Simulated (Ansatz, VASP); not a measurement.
## Ta: VASP beside Ansatz

File INCAR:

```
SYSTEM = Ta
ALGO = Normal ; EDIFF = 1E-7
ENCUT = 520 ; GGA = PS
ISIF = 2 ; ISMEAR = -1
LASPH = .True. ; LCHARG = .False.
LREAL = .False. ; LWAVE = .False.
NBANDS = 12 ; NELM = 100
PREC = Accurate ; SIGMA = 0.08
```

Contents of KPOINTS:

```
k-points
0
Gamma
  17 17 17
  0 0 0
```

File POSCAR:

```
Ta
1.0
   -1.6345992636      1.6345992636      1.6345992636
    1.6345992636     -1.6345992636      1.6345992636
    1.6345992636      1.6345992636     -1.6345992636
Ta
1
Direct
    0.0000000000      0.0000000000      0.0000000000
```

Input for Ansatz:

```yaml
crystal:
  lattice:
    - [-1.6345992636, 1.6345992636, 1.6345992636]
    - [1.6345992636, -1.6345992636, 1.6345992636]
    - [1.6345992636, 1.6345992636, -1.6345992636]
  atoms:
    - { symbol: Ta, position: [0.0, 0.0, 0.0] }
kpoints:
  mp_grid: { grid: [17, 17, 17] }
scf:
  occupations: { method: fermi_dirac, width: 0.08 }
hamiltonian:
  xc: pbesol
  pseudopotentials: { kind: all_electron, lapw: { basis_error: 0.0005 } }
output:
  forces: true
  stress: true
  eigenvalues: true
```

Change from the starting cell: volume scaled by 0.97.

Alike in both runs: task single point; functional PBEsol; k mesh 17 × 17 × 17; occupations fermi-dirac, width 0.08 eV; no spin polarisation.

```csv
,VASP,Ansatz
version,VASP 6.6.1,Ansatz 0.2.0
potentials or method,"VASP PAW PBE potentials, release 64 (Ta_pv), cutoff 520 eV","all-electron LAPW, scalar-relativistic"
```

```csv
,VASP,Ansatz,Ansatz less VASP
pressure (GPa),2.7,2.4,-0.36
```

VASP's potentials were made for PBE, not for PBEsol. Ansatz ran all-electron here, and VASP with PAW potentials.

Neither program's run includes spin-orbit coupling.
